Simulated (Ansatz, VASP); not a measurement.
SiO2 in VASP and in Ansatz

File POSCAR:

```
SiO2
1.0
   13.8193454500      0.0000000000      0.0000000000
    0.0000000000      6.9105836500      0.0000000000
    0.0000000000      0.0000000000      6.4189988800
Si O
10 20
Direct
    0.1151935000      0.0000000000      0.5006836800
    0.6151935000      0.0000000000      0.4993163200
    0.8848065000      0.0000000000      0.4993163200
    0.3848065000      0.0000000000      0.5006836800
    0.2500000000      0.2696551000      0.2622155800
    0.7500000000      0.7303449000      0.7377844200
    0.7500000000      0.2696551000      0.7377844200
    0.2500000000      0.7303449000      0.2622155800
    0.2500000000      0.0000000000      0.8814763800
    0.7500000000      0.0000000000      0.1185236200
    0.0000000000      0.0000000000      0.5000000000
    0.5000000000      0.0000000000      0.5000000000
    0.1544007500      0.1913609700      0.3816263600
    0.6544007500      0.8086390300      0.6183736400
    0.8455992500      0.1913609700      0.6183736400
    0.3455992500      0.8086390300      0.3816263600
    0.8455992500      0.8086390300      0.6183736400
    0.3455992500      0.1913609700      0.3816263600
    0.1544007500      0.8086390300      0.3816263600
    0.6544007500      0.1913609700      0.6183736400
    0.1540551200      0.0000000000      0.7378646400
    0.6540551200      0.0000000000      0.2621353600
    0.8459448800      0.0000000000      0.2621353600
    0.3459448800      0.0000000000      0.7378646400
    0.2500000000      0.5000000000      0.2613048400
    0.7500000000      0.5000000000      0.7386951600
    0.2500000000      0.1916993800      0.0251746700
    0.7500000000      0.8083006200      0.9748253300
    0.7500000000      0.1916993800      0.9748253300
    0.2500000000      0.8083006200      0.0251746700
```

File INCAR.step1:

```
SYSTEM = SiO2
  PREC = Accurate
  ENCUT = 520
  ISMEAR = -1
  SIGMA = 0.02
  LREAL = Auto
  LASPH = .TRUE.
  NELM = 60
  NBANDS = 101
  GGA = PE
  ALGO = Normal
  EDIFF = 1E-4
  LWAVE = .TRUE.
  LCHARG = .FALSE.
```

Contents of INCAR.step2:

```
SYSTEM = SiO2
  PREC = Accurate
  ENCUT = 520
  EDIFF = 1E-8
  ISMEAR = -1
  SIGMA = 0.02
  LREAL = Auto
  LASPH = .TRUE.
  NELM = 60
  ALGO = Normal
  ISIF = 2
  LWAVE = .FALSE.
  LCHARG = .FALSE.
  METAGGA = R2SCAN
  LMIXTAU = .TRUE.
  LEFG = .TRUE.
  NBANDS = 101
  ISTART = 1
```

KPOINTS

```
Automatic mesh
0
G
  2 3 3
  0 0 0
```

Input for Ansatz:

```yaml
crystal:
  lattice:
    - [13.81934545, 0.0, 0.0]
    - [0.0, 6.91058365, 0.0]
    - [0.0, 0.0, 6.41899888]
  atoms:
    - { symbol: Si, position: [0.1151935, 0.0, 0.50068368] }
    - { symbol: Si, position: [0.6151935, 0.0, 0.49931632] }
    - { symbol: Si, position: [0.8848065, 0.0, 0.49931632] }
    - { symbol: Si, position: [0.3848065, 0.0, 0.50068368] }
    - { symbol: Si, position: [0.25, 0.2696551, 0.26221558] }
    - { symbol: Si, position: [0.75, 0.7303449, 0.73778442] }
    - { symbol: Si, position: [0.75, 0.2696551, 0.73778442] }
    - { symbol: Si, position: [0.25, 0.7303449, 0.26221558] }
    - { symbol: Si, position: [0.25, 0.0, 0.88147638] }
    - { symbol: Si, position: [0.75, 0.0, 0.11852362] }
    - { symbol: O, position: [0.0, 0.0, 0.5] }
    - { symbol: O, position: [0.5, 0.0, 0.5] }
    - { symbol: O, position: [0.15440075, 0.19136097, 0.38162636] }
    - { symbol: O, position: [0.65440075, 0.80863903, 0.61837364] }
    - { symbol: O, position: [0.84559925, 0.19136097, 0.61837364] }
    - { symbol: O, position: [0.34559925, 0.80863903, 0.38162636] }
    - { symbol: O, position: [0.84559925, 0.80863903, 0.61837364] }
    - { symbol: O, position: [0.34559925, 0.19136097, 0.38162636] }
    - { symbol: O, position: [0.15440075, 0.80863903, 0.38162636] }
    - { symbol: O, position: [0.65440075, 0.19136097, 0.61837364] }
    - { symbol: O, position: [0.15405512, 0.0, 0.73786464] }
    - { symbol: O, position: [0.65405512, 0.0, 0.26213536] }
    - { symbol: O, position: [0.84594488, 0.0, 0.26213536] }
    - { symbol: O, position: [0.34594488, 0.0, 0.73786464] }
    - { symbol: O, position: [0.25, 0.5, 0.26130484] }
    - { symbol: O, position: [0.75, 0.5, 0.73869516] }
    - { symbol: O, position: [0.25, 0.19169938, 0.02517467] }
    - { symbol: O, position: [0.75, 0.80830062, 0.97482533] }
    - { symbol: O, position: [0.75, 0.19169938, 0.97482533] }
    - { symbol: O, position: [0.25, 0.80830062, 0.02517467] }
kpoints:
  mp_grid: { grid: [2, 3, 3] }
scf:
  occupations: { method: fermi_dirac, width: 0.02 }
hamiltonian:
  xc: r2scan
  pseudopotentials: { kind: paw }
output:
  forces: true
  stress: true
  populations: true
  efg: { quadrupole_moments_barn: { O: -0.02558 }, contact_densities: true }
```

Alike in both runs: task electric field gradients; functional r2SCAN; k mesh 2 × 3 × 3; occupations fermi-dirac, width 0.02 eV; no spin polarisation.

|  | VASP | Ansatz |
| --- | --- | --- |
| version | VASP 6.6.1 | Ansatz 0.2.0 |
| potentials or method | VASP PAW PBE potentials, release 64 (Si, O) | plane-wave PAW, scalar-relativistic |
| plane-wave cutoff (eV) | 520 | 500 |
| valence electrons in the cell | 160 | 160 |

```tsv
	VASP	Ansatz	Ansatz less VASP
gap on the k mesh at the Fermi level (eV)	6.42	6.42	+0.001
pressure (GPa)	0.2	0.1	-0.14
traceless stress, the component that is largest in VASP (GPa)	-0.02	-0.07	-0.050
rms of the force components (eV/Å)	0.006	0.029	+0.0224
size of Vzz on the site where it differs most (V/Å²)	96.5	102.6	+6.18
```

VASP's potentials were made for PBE, not for r2SCAN. Atom by atom the forces differ by 0.029 eV/Å (rms over components).
